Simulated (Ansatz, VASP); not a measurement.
# AlFe in VASP and in Ansatz

```xyz
2
Lattice="2.8506 0.0000 0.0000 0.0000 2.8506 0.0000 0.0000 0.0000 2.8506" Properties=species:S:1:pos:R:3 pbc="T T T"
Fe    1.4253    1.4253    1.4253
Al    0.0000    0.0000    0.0000
```

Alike in both runs: task single point; functional r2SCAN; k mesh 9 × 9 × 9; occupations fermi-dirac, width 0.05 eV; collinear spin.

|  | VASP | Ansatz |
| --- | --- | --- |
| version | VASP 6.6.1 | Ansatz 0.2.0 |
| potentials or method | VASP PAW PBE potentials, release 64 (Fe, Al) | Ansatz PAW |
| plane-wave cutoff (eV) | 520 | 500 |
| valence electrons in the cell | 11 | 19 |

Ansatz gave:

* gap on the k mesh at the Fermi level (eV): none
* pressure (GPa): -0.1
* net moment per atom (μB): 0.37
* size of the moment on the site where the two differ most (μB): 0.04

Question: Which values does VASP return?

Answer: gap on the k mesh at the Fermi level (eV): none; pressure (GPa): -0.4; net moment per atom (μB): 0.37; size of the moment on the site where the two differ most (μB): 0.04.

VASP's potentials were made for PBE, not for r2SCAN. Site moments also hang on the region over which each program counts them. A gap of «none» marks a metal or a gap that the smearing closes. With one functional, cell and mesh, what is left measures potentials, basis and numerics. VASP's potentials hold 11 valence electrons a cell and Ansatz's 19, so a difference there can come from the potentials and not from the codes.

Noted on Ansatz's run: the magnetic or orbital state may not be the lowest.
